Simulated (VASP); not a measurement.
Wanted: the native input for a VASP 6.6.1 run.

* Task: single point
* Functional: LDA
* Potentials or basis: VASP PAW LDA potentials, release 64 (Si, O)
* Cutoff: 520 eV
* k mesh: 6 × 6 × 6
* Occupations: gaussian, width 0.02 eV
* Spin: no spin polarisation
* Dipole correction: no
* Further INCAR settings: ALGO = Normal; EDIFF = 1e-06; NBANDS = 44

The structure of SiO2 lies in POSCAR:

```
SiO2
1.0
    0.0000000000      4.7522493904      7.3970530354
    2.3725576293      0.0000000000      7.3970530354
    2.3725576293      4.7522493904      0.0000000000
Si O
4 8
Direct
    0.5634834099      0.5634834099      0.9365165901
    0.3134834099      0.3134834099      0.6865165901
    0.6865165901      0.6865165901      0.3134834099
    0.9365165901      0.9365165901      0.5634834099
    0.6250000000      0.1250000000      0.6250000000
    0.6250000000      0.6250000000      0.1250000000
    0.6250000000      0.6250000000      0.6250000000
    0.1250000000      0.6250000000      0.6250000000
    0.1892973358      0.8107026642      0.1892973358
    0.8107026642      0.1892973358      0.8107026642
    0.4392973358      0.0607026642      0.4392973358
    0.0607026642      0.4392973358      0.0607026642
```

The input as run:

INCAR

```
ALGO = Normal
EDIFF = 1E-6
ENCUT = 520
ISIF = 2
ISMEAR = 0
LASPH = T
LCHARG = F
LREAL = F
LWAVE = F
NBANDS = 44
NELM = 100
PREC = Accurate
SIGMA = 0.02
```

KPOINTS

```
k-points
0
Gamma
  6 6 6
```

Potentials or basis: VASP PAW LDA potentials, release 64 (Si, O).

The run is started by

```bash
$ cat potpaw_LDA.64/Si/POTCAR potpaw_LDA.64/O/POTCAR > POTCAR
$ mpirun -np 1 vasp_std > vasp.out
```

It gave:

```json
{
 "Pressure": "-3.0 GPa",
 "Largest force": "0.035 eV/Å",
 "Band gap on the k mesh": "5.44 eV"
}
```

Run time: 5.6 min on 1 thread of Intel(R) Xeon(R) Platinum 8488C (Sapphire Rapids), on a shared host, peak memory 0.45 GiB.
